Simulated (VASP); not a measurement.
Wanted: the native input for a VASP 6.6.1 run.

* Task: relaxation of cell and atoms
* Functional: PBEsol
* Potentials or basis: VASP PAW PBE potentials, release 64 (Mg)
* Cutoff: 600 eV
* k mesh: 12 × 12 × 16
* Occupations: gaussian, width 0.1 eV
* Spin: no spin polarisation
* Dipole correction: no
* Further INCAR settings: ALGO = Fast; EDIFF = 1e-06; IBRION = 2; EDIFFG = -0.01; NSW = 100; ISIF = 3

The structure of Mg lies in POSCAR:

```
Mg
1.0
    5.0768987730      0.0000000000      0.0000000000
   -2.5384493865      4.3967233099      0.0000000000
    0.0000000000      0.0000000000      3.0646902507
Mg
3
Direct
    0.0000000000      0.0000000000      0.0000000000
    0.3333333333      0.6666666667      0.5000000000
    0.6666666667      0.3333333333      0.5000000000
```

This isn't the form of Mg at room conditions, which is hcp.

The input as run:

INCAR

```
  PREC = Accurate
  ENCUT = 600
  EDIFF = 1E-6
  ISMEAR = 0
  SIGMA = 0.1
  LREAL = F
  LASPH = T
  NELM = 60
  ALGO = Fast
  ISIF = 3
  LWAVE = F
  LCHARG = F
  GGA = PS
  IBRION = 2
  NSW = 100
  EDIFFG = -0.01
```

KPOINTS

```
regular mesh
0
Gamma
  12 12 16
```

Potentials or basis: VASP PAW PBE potentials, release 64 (Mg).

Launch:

```sh
$ cat potpaw_PBE.64/Mg/POTCAR > POTCAR
$ mpirun -np 1 vasp_std > vasp.out
```

It gave:

The pressure after relaxing is 0.0 GPa and the band gap on the k mesh is zero (bands 3 and 4 overlap by 4.53 eV).

Caveat: the PAW data sets were made with another functional, which shifts forces and pressure a little.

Run time: 76 s on 1 thread of Oxide Virtual Turin-like Processor, with other jobs on the host, peak memory 0.24 GiB.
